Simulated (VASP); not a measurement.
A run of VASP 6.6.1 is set up as follows.

The input INCAR:

```
PREC = Accurate
ENCUT = 520
EDIFF = 1E-6
ISMEAR = 0
SIGMA = 0.15
LREAL = F
LASPH = T
NELM = 80
ALGO = Normal
ISIF = 2
LWAVE = F
LCHARG = F
GGA = PS
NBANDS = 36
```

KPOINTS

```
regular mesh
0
Gamma
  12 12 8
```

File POSCAR:

```
Ge
1.0
    3.9969678642      0.0000000000      0.0000000000
   -1.9984839321      3.4614757085      0.0000000000
    0.0000000000      0.0000000000      6.5963651330
Ge
4
Direct
    0.6666666667      0.3333333333      0.0742817547
    0.3333333333      0.6666666667      0.5515419583
    0.6666666667      0.3333333333      0.4484580417
    0.3333333333      0.6666666667      0.9257182453
```

Potentials or basis: VASP PAW PBE potentials, release 64 (Ge_d).

Command:

```bash
$ cat potpaw_PBE.64/Ge_d/POTCAR > POTCAR
$ mpirun -np 1 vasp_std > vasp.out
```

Task: What does it give for the pressure?

Result: 0.1 GPa.

Task: Predict the largest force.

Result: 0.922 eV/Å.

Stress tensor (GPa, compression positive):
```
 0.28  0.00  0.00
 0.00  0.28  0.00
 0.00  0.00 -0.39
```

Caveat: the cell differs from its parent crystal (mode 6 (211.4 1/cm) frozen in, largest displacement +0.075 Å); the PAW data sets were made with another functional, which shifts forces and pressure a little.
